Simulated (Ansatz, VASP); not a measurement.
# YSe in VASP and in Ansatz

```
Y Se
1.0
     0.00000    2.87500    2.81750
     2.87500    0.00000    2.81750
     2.87500    2.87500    0.00000
Y Se
1 1
Direct
  0.00000 0.00000 0.00000
  0.50000 0.50000 0.50000
```

Change from the starting cell: zz strain of -2 %.

Alike in both runs: task single point; functional LDA; k mesh 7 × 7 × 7; occupations fermi-dirac, width 0.03 eV; no spin polarisation.

|  | VASP | Ansatz |
| --- | --- | --- |
| version | VASP 6.6.1 | Ansatz 0.2.0 |
| potentials or method | VASP PAW LDA potentials, release 64 (Y_sv, Se), cutoff 520 eV | all-electron LAPW, scalar-relativistic |

```tsv
	VASP	Ansatz	Ansatz less VASP
pressure (GPa)	-2.9	-3.0	-0.15
traceless stress, the component that is largest in VASP (GPa)	2.56	2.54	-0.019
```

LDA's correlation is that of Perdew and Zunger in VASP and of Perdew and Wang (1992) in Ansatz. Ansatz ran all-electron here, and VASP with PAW potentials.
